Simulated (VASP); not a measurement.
# Li (R-3m) in VASP: notebook

Li is run at these levels: revPBE; tasks: single point.

Everything below comes from runs of VASP 6.6.1. Logs are shortened: lines on timing, memory, paths and dates and some standing lists are left out, and cuts for length are marked.

### 1 The cell of the first run

Symmetry: R-3m, No. 166, trigonal system. The conventional cell has a = 3.105 Å, b = 3.105 Å, c = 22.745 Å, α = 90.00°, β = 90.00°, γ = 120.00°. Within 4.1 Å of Li (site symmetry -3m) lie 12 Li at 3.10 to 3.11 Å. Within 4.1 Å of Li (site symmetry 3m) lie 12 Li at 3.10 to 3.11 Å.

### 2 Single point, revPBE

INCAR

```
SYSTEM = Li
PREC = Accurate
ENCUT = 520
EDIFF = 1E-6
ISMEAR = -1
SIGMA = 0.1
LREAL = .FALSE.
LASPH = .TRUE.
NELM = 80
ALGO = Normal
ISIF = 2
LWAVE = .FALSE.
LCHARG = .FALSE.
GGA = RE
NBANDS = 12
```

KPOINTS

```
Automatic mesh
0
G
  12 12 12
  0 0 0
```

POSCAR

```
Li
1.0
    1.5525338519      0.8963558373      7.5815579723
   -1.5525338519      0.8963558373      7.5815579723
    0.0000000000     -1.7927116747      7.5815579723
Li
3
Direct
    1.0000000000      0.0000000000      0.0000000000
    0.2222970963      0.2222970963      0.2222970963
    0.7777029037      0.7777029037      0.7777029037
```

Potentials or basis: VASP PAW PBE potentials, release 64 (Li_sv).

Launch:

```console
cat potpaw_PBE.64/Li_sv/POTCAR > POTCAR
mpirun -np 1 vasp_std > vasp.out
```

OUTCAR:

```text
SYSTEM = Li
   PREC = Accurate
   ENCUT = 520
   EDIFF = 1E-6
   ISMEAR = -1
   LREAL = .FALSE.
   LASPH = .TRUE.
   NELM = 80
   ISIF = 2
   GGA = RE

 ion  position               nearest neighbor table
   1  0.000  0.000  0.000-
   2  0.222  0.222  0.222-
   3  0.778  0.778  0.778-

  LATTYP: Found a trigonal (rhomboedric) cell.
 ALAT       =     7.7906249066
 COS(alpha) =     0.9205731091

  Lattice vectors:

 A1 = (   1.5525338519,   0.8963558373,   7.5815579723)
 A2 = (  -1.5525338519,   0.8963558373,   7.5815579723)
 A3 = (   0.0000000000,  -1.7927116747,   7.5815579723)

Analysis of symmetry for initial positions (statically):
=====================================================================
 Subroutine PRICEL returns:
 Original cell was already a primitive cell.

 Routine SETGRP: Setting up the symmetry group for a
 trigonal (rhombohedral) supercell.

 Subroutine GETGRP returns: Found 12 space group operations
 (whereof 12 operations were pure point group operations)
 out of a pool of 12 trial point group operations.

The static configuration has the point symmetry D_3d.

Analysis of symmetry for dynamics (positions and initial velocities):
=====================================================================
 Subroutine PRICEL returns:
 Original cell was already a primitive cell.

 Routine SETGRP: Setting up the symmetry group for a
 trigonal (rhombohedral) supercell.

 Subroutine GETGRP returns: Found 12 space group operations
 (whereof 12 operations were pure point group operations)
 out of a pool of 12 trial point group operations.

The dynamic configuration has the point symmetry D_3d.

 Subroutine INISYM returns: Found 12 space group operations
 (whereof 12 operations are pure point group operations),
 and found     1 'primitive' translations

----------------------------------------------------------------------------------------

                                     Primitive cell

  volume of cell :      63.3040

  direct lattice vectors                    reciprocal lattice vectors
     1.552533852  0.896355837  7.581557972     0.322054169  0.185938061  0.043966337
    -1.552533852  0.896355837  7.581557972    -0.322054169  0.185938061  0.043966337
     0.000000000 -1.792711675  7.581557972     0.000000000 -0.371876123  0.043966337

  length of vectors
     7.790624907  7.790624907  7.790624907     0.374466139  0.374466139  0.374466139

  position of ions in fractional coordinates (direct lattice)
     0.000000000  0.000000000  0.000000000
     0.222297096  0.222297096  0.222297096
[... 91 lines left out ...]
   NUPDOWN=      -1.0000    fix difference up-down
   EMIN   =  10.00;   EMAX   =-10.00  energy-range for DOS
   EFERMI =   0.00;   METHOD = LEGACY
   ISMEAR =    -1;   SIGMA  =   0.10  broadening in eV -4-tet -1-fermi 0-gaus
   EFERMI_NEDOS =   21; number of points for ismear=-14 and -15
   IALGO  =     38    algorithm
   IMIX   =      4    mixing-type and parameters
     AMIX     =   0.40;   BMIX     =  1.00
     AMIX_MAG =   1.60;   BMIX_MAG =  1.00
  volume/ion in A,a.u.               =      21.10       142.40
  Fermi-wavevector in a.u.,A,eV,Ry     =   0.854434  1.614646  9.933038  0.730058
  Thomas-Fermi vector in A             =   1.971030
   LORBIT       =      0    0 simple, 1 ext, 2 COOP (PROOUT), +10 PAW based schemes
   GGA     = RE    functional components
   LHFCALC =     F    Hartree Fock is set to
   AEXX    =    0.0000 exact exchange contribution
   IVDW    =     0    specifies the selected vdW correction
   LEPSILON=     F    determine dielectric tensor
   LRPA    =     F    only Hartree local field effects (RPA)
 non-spin polarized calculation
  energy-cutoff  :      520.00
  volume of cell :       63.30
 maximum number of plane-waves:      1721
 NGX is ok and might be reduce to    60
   NGX = 29   NGY = 29   NGZ = 29

 number of electron       9.0000012 magnetization

 Free energy of the ion-electron system (eV)
  ---------------------------------------------------
  ext. energy  EPLUGINS =         0.00000000
  ---------------------------------------------------
  free energy    TOTEN  =        -5.45690446 eV

  energy without entropy =       -5.41101608  energy(sigma->0) =       -5.43396027

 E-fermi :   0.5690     XC(G=0):  -6.8675

 val. band max:        0.5526312726   @ k =  -0.1667   0.1667   0.1667
 cond. band min:       0.5719159708   @ k =  -0.3333   0.1667   0.1667
 fundamental gap:      0.0192846982
 Fermi energy:         0.5690453419

 k-point     1 :       0.0000    0.0000    0.0000
  band No.  band energies     occupation
      1     -46.1642      2.00000
      2     -46.1534      2.00000
      3     -46.1528      2.00000
      4      -2.9405      2.00000
      5      -0.9891      2.00000
      6      -0.9879      2.00000
      7       6.1603      0.00000
      8       6.1706      0.00000
      9      13.1763      0.00000
     10      13.1763      0.00000
     11      13.3104      0.00000
     12      13.3104      0.00000
[... 331 lines left out ...]
 k-point    24 :      -0.4167    0.1667    0.0000
  band No.  band energies     occupation
      1     -46.1484      2.00000
      2     -46.1461      2.00000
      3     -46.1452      2.00000
      4       0.9524      0.04237
      5       1.7257      0.00002
      6       2.0327      0.00000
      7       4.1415      0.00000
      8       4.3839      0.00000
      9       4.9946      0.00000
     10       6.8351      0.00000
     11       7.3638      0.00000
     12       9.0425      0.00000

 [... further k-points ...]

------------------------ aborting loop because EDIFF is reached ----------------------------------------

  FORCE on cell =-STRESS in cart. coord.  units (eV):
  Direction    XX          YY          ZZ          XY          YZ          ZX
  --------------------------------------------------------------------------------------
  -------------------------------------------------------------------------------------
  Total       -0.0074755     -0.0074755     -0.0352806      0.0000000      0.0000000      0.0000000
  in kB       -0.1891991     -0.1891991     -0.8929249      0.0000000      0.0000000      0.0000000
  external PRESSURE =      -0.4237744 kB  Pullay stress =       0.0000000 kB

 VOLUME and BASIS-vectors are now :
 -----------------------------------------------------------------------------
  energy-cutoff  :      520.00
  volume of cell :       63.30
      direct lattice vectors                 reciprocal lattice vectors
     1.552533852  0.896355837  7.581557972     0.322054169  0.185938061  0.043966337
    -1.552533852  0.896355837  7.581557972    -0.322054169  0.185938061  0.043966337
     0.000000000 -1.792711675  7.581557972     0.000000000 -0.371876123  0.043966337

 POSITION                                       TOTAL-FORCE (eV/Angst)
 -----------------------------------------------------------------------------------
      0.00000      0.00000      0.00000         0.000000     -0.000000      0.000000
      0.00000     -0.00000      5.05607        -0.000000      0.000000     -0.003067
      0.00000     -0.00000     17.68860        -0.000000     -0.000000      0.003067
 -----------------------------------------------------------------------------------
    total drift:                               -0.000000      0.000000      0.000000

  FREE ENERGIE OF THE ION-ELECTRON SYSTEM (eV)
  ---------------------------------------------------
  free  energy   TOTEN  =        -5.4569044560 eV

  energy  without entropy=       -5.4110160758  energy(sigma->0) =       -5.43396027
```

OSZICAR:

```text
N       E                     dE             d eps       ncg     rms          rms(c)
DAV:   1     0.268583729794E+02    0.26858E+02   -0.35410E+03  4536   0.659E+02
DAV:   2     0.558659392861E+00   -0.26300E+02   -0.25566E+02  5456   0.150E+02
DAV:   3    -0.536142464181E+01   -0.59201E+01   -0.58723E+01  8488   0.387E+01
DAV:   4    -0.545906858803E+01   -0.97644E-01   -0.97575E-01  6020   0.794E+00
DAV:   5    -0.546121181529E+01   -0.21432E-02   -0.21431E-02  6952   0.979E-01    0.368E-01
DAV:   6    -0.545841526328E+01    0.27966E-02   -0.86373E-04  7328   0.160E-01    0.220E-01
DAV:   7    -0.545690848380E+01    0.15068E-02   -0.13517E-03  7680   0.216E-01    0.349E-02
DAV:   8    -0.545690796491E+01    0.51889E-06   -0.26935E-05  6240   0.365E-02    0.121E-02
DAV:   9    -0.545690467641E+01    0.32885E-05   -0.36429E-06  7092   0.130E-02    0.882E-04
DAV:  10    -0.545690445597E+01    0.22044E-06   -0.84898E-08  4148   0.240E-03
   1 F= -.54569045E+01 E0= -.54339603E+01  d E =-.458884E-01
```

stdout:

```text
POSCAR found type information on POSCAR Li
 POSCAR found :  1 types and       3 ions
 scaLAPACK will be used
 -----------------------------------------------------------------------------
|                                                                             |
|                                                                             |
|     You enforced a specific xc type in the INCAR file but a different       |
|     I HOPE YOU KNOW WHAT YOU ARE DOING!                                     |
|                                                                             |
 -----------------------------------------------------------------------------

 LDA part: xc-table for (Slater+PW92), standard interpolation
 POSCAR, INCAR and KPOINTS ok, starting setup
 FFT: planning ... GRIDC
 FFT: planning ... GRID_SOFT
 FFT: planning ... GRID
 WAVECAR not read
 entering main loop
```

Wall time 10 min (1 thread of Oxide Virtual Turin-like, shared host); peak memory 0.46 GiB.

What came out:

| Item | Value |
| --- | --- |
| Free energy | -5.4569 eV |
| Largest force | 0.003 eV/Å |
| Band gap on the k mesh | zero (an odd number of electrons rules out a gap without spin polarisation) |

Forces on the atoms (eV/Å):
```
Li   0.000  0.000  0.000
Li   0.000  0.000 -0.003
Li   0.000  0.000  0.003
```

Caveat: the cutoff is under 1.25 times the usual one of these potentials, so pressure, stress and relaxed cells hold a basis-set (Pulay) error; the PAW data sets were made with another functional, which shifts forces and pressure a little.

### 3 Single point, revPBE (18.57 Å³/atom)

This run uses another cell than the first one, of 18.57 Å³/atom.

INCAR

```
  ALGO = Normal
  EDIFF = 1E-6
  ENCUT = 520
  GGA = RE
  ISIF = 2
  ISMEAR = -1
  LASPH = T
  LCHARG = F
  LREAL = F
  LWAVE = F
  NBANDS = 12
  NELM = 100
  PREC = Accurate
  SIGMA = 0.1
```

KPOINTS

```
k-points
0
Gamma
  13 13 13
```

POSCAR

```
Li
1.0
    1.4877683054      0.8589634316      7.2652854832
   -1.4877683054      0.8589634316      7.2652854832
    0.0000000000     -1.7179268632      7.2652854832
Li
3
Direct
    1.0000000000      0.0000000000      0.0000000000
    0.2222970963      0.2222970963      0.2222970963
    0.7777029037      0.7777029037      0.7777029037
```

Potentials or basis: VASP PAW PBE potentials, release 64 (Li_sv).

Launch:

```console
cat potpaw_PBE.64/Li_sv/POTCAR > POTCAR
mpirun -np 1 vasp_std > vasp.out
```

OUTCAR:

```text
EDIFF = 1E-6
   ENCUT = 520
   GGA = RE
   ISIF = 2
   ISMEAR = -1
   LASPH = T
   LREAL = F
   NELM = 100
   PREC = Accurate

 ion  position               nearest neighbor table
   1  0.000  0.000  0.000-
   2  0.222  0.222  0.222-
   3  0.778  0.778  0.778-

  LATTYP: Found a trigonal (rhomboedric) cell.
 ALAT       =     7.4656309753
 COS(alpha) =     0.9205731091

[... 547 lines left out ...]

 [... further k-points ...]

------------------------ aborting loop because EDIFF is reached ----------------------------------------

  FORCE on cell =-STRESS in cart. coord.  units (eV):
  Direction    XX          YY          ZZ          XY          YZ          ZX
  --------------------------------------------------------------------------------------
  -------------------------------------------------------------------------------------
  Total        0.6669332      0.6669332      0.7438530      0.0000000     -0.0000000      0.0000000
  in kB       19.1813427     19.1813427     21.3935957      0.0000000     -0.0000000      0.0000000
  external PRESSURE =      19.9187604 kB  Pullay stress =       0.0000000 kB

 VOLUME and BASIS-vectors are now :
 -----------------------------------------------------------------------------
  energy-cutoff  :      520.00
  volume of cell :       55.71
      direct lattice vectors                 reciprocal lattice vectors
     1.487768305  0.858963432  7.265285483     0.336073835  0.194032319  0.045880280
    -1.487768305  0.858963432  7.265285483    -0.336073835  0.194032319  0.045880280
     0.000000000 -1.717926863  7.265285483     0.000000000 -0.388064638  0.045880280

 POSITION                                       TOTAL-FORCE (eV/Angst)
 -----------------------------------------------------------------------------------
      0.00000      0.00000      0.00000         0.000000     -0.000000      0.000000
      0.00000      0.00000      4.84516         0.000000     -0.000000     -0.003234
      0.00000      0.00000     16.95070         0.000000      0.000000      0.003234
 -----------------------------------------------------------------------------------
    total drift:                                0.000000     -0.000000      0.000000

  FREE ENERGIE OF THE ION-ELECTRON SYSTEM (eV)
  ---------------------------------------------------
  free  energy   TOTEN  =        -5.4042694955 eV

  energy  without entropy=       -5.3548713326  energy(sigma->0) =       -5.37957041
```

stdout:

```text
POSCAR found type information on POSCAR Li
 POSCAR found :  1 types and       3 ions
 scaLAPACK will be used
 -----------------------------------------------------------------------------
|                                                                             |
|                                                                             |
|     You enforced a specific xc type in the INCAR file but a different       |
|     I HOPE YOU KNOW WHAT YOU ARE DOING!                                     |
|                                                                             |
 -----------------------------------------------------------------------------

 LDA part: xc-table for (Slater+PW92), standard interpolation
 POSCAR, INCAR and KPOINTS ok, starting setup
 FFT: planning ... GRIDC
 FFT: planning ... GRID_SOFT
 FFT: planning ... GRID
 WAVECAR not read
 entering main loop
```

Wall time 8.5 min (1 thread of Oxide Virtual Turin-like, shared host); peak memory 0.39 GiB.

What came out:

| Quantity | Value |
| --- | --- |
| Free energy | -5.4043 eV |
| Largest force | 0.003 eV/Å |
| Band gap on the k mesh | zero (an odd number of electrons rules out a gap without spin polarisation) |

Forces in eV/Å, atoms in the order of the input:
```
Li   0.000  0.000  0.000
Li   0.000  0.000 -0.003
Li   0.000  0.000  0.003
```

Caveat: the cutoff is under 1.25 times the usual one of these potentials, so pressure, stress and relaxed cells hold a basis-set (Pulay) error; the PAW data sets were made with another functional, which shifts forces and pressure a little.

(Part 1 of 2 ends here.)
